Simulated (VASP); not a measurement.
Wanted: the native input for a VASP 6.6.1 run.

```
Task                   : single point
Functional             : PBE
Potentials or basis    : VASP PAW PBE potentials, release 64 (Rb_sv, Zn, I)
Cutoff                 : 520 eV
k mesh                 : 4 × 4 × 4
Occupations            : fermi-dirac, width 0.02 eV
Spin                   : no spin polarisation
Dipole correction      : no
Further INCAR settings : ALGO = Normal; EDIFF = 1e-06; NBANDS = 29
```

The structure of RbZnI3 lies in POSCAR:

```
RbZnI3
1.0
    5.7217664195      0.0000000000      0.0000000000
    0.0000000000      5.7217664195      0.0000000000
    0.0000000000      0.0000000000      5.7217664195
Rb Zn I
1 1 3
Direct
    0.0000000000      0.0000000000      0.0000000000
    0.5000000000      0.5000000000      0.5000000000
    0.5000000000      0.5000000000      0.0000000000
    0.5000000000      0.0000000000      0.5000000000
    0.0000000000      0.5000000000      0.5000000000
```

The input as run:

INCAR

```
PREC = Accurate ; ENCUT = 520
EDIFF = 1E-6 ; ISMEAR = -1
SIGMA = 0.02 ; LREAL = False
LASPH = True ; NELM = 100
ALGO = Normal ; ISIF = 2
LWAVE = False ; LCHARG = False
GGA = PE ; NBANDS = 29
```

KPOINTS

```
regular mesh
0
Gamma
  4 4 4
```

Potentials or basis: VASP PAW PBE potentials, release 64 (Rb_sv, Zn, I).

Launch:

```bash
$ cat potpaw_PBE.64/Rb_sv/POTCAR potpaw_PBE.64/Zn/POTCAR potpaw_PBE.64/I/POTCAR > POTCAR
$ mpirun -np 1 vasp_std > vasp.out
```

Results of the run:

```
Pressure               : 0.7 GPa
Band gap on the k mesh : zero (band 21 reaches 1.76 eV, above the bottom of band 22 at 1.26 eV)
```

Caveat: spin-orbit coupling is left out, which moves the levels of the heavy elements.

Wall time 88 s on 1 thread of Intel(R) Xeon(R) Platinum 8259CL CPU @ 2.50GHz (Skylake/Cascade Lake), on a shared host, peak memory 0.34 GiB.
